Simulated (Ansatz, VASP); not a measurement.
SrO: VASP beside Ansatz

```xyz
4
Lattice="4.2755 0.0000 0.0000 -2.1377 3.7027 0.0000 0.0000 0.0000 5.1556" Properties=species:S:1:pos:R:3 pbc="T T T"
Sr    0.0000    2.4684    4.8366
Sr    2.1377    1.2342    2.2588
O     0.0000    2.4684    2.2523
O     2.1377    1.2342    4.8301
```

Alike in both runs: task single point; functional PBEsol; k mesh 4 × 4 × 3; occupations fermi-dirac, width 0.01 eV; non-collinear spin, spin-orbit coupling.

|  | VASP | Ansatz |
| --- | --- | --- |
| version | VASP 6.6.1 | Ansatz 0.2.0 |
| potentials or method | VASP PAW PBE potentials, release 64 (Sr_sv, O), cutoff 520 eV | plane waves, PAW |
| valence electrons in the cell | 32 | 32 |

|  | VASP | Ansatz | Ansatz less VASP |
| --- | --- | --- | --- |
| net moment per atom (μB) | 0.00 | 0.00 | 0.000 |

VASP's potentials were made for PBE, not for PBEsol.

The k mesh is coarse, so the values compare programs but aren't converged.
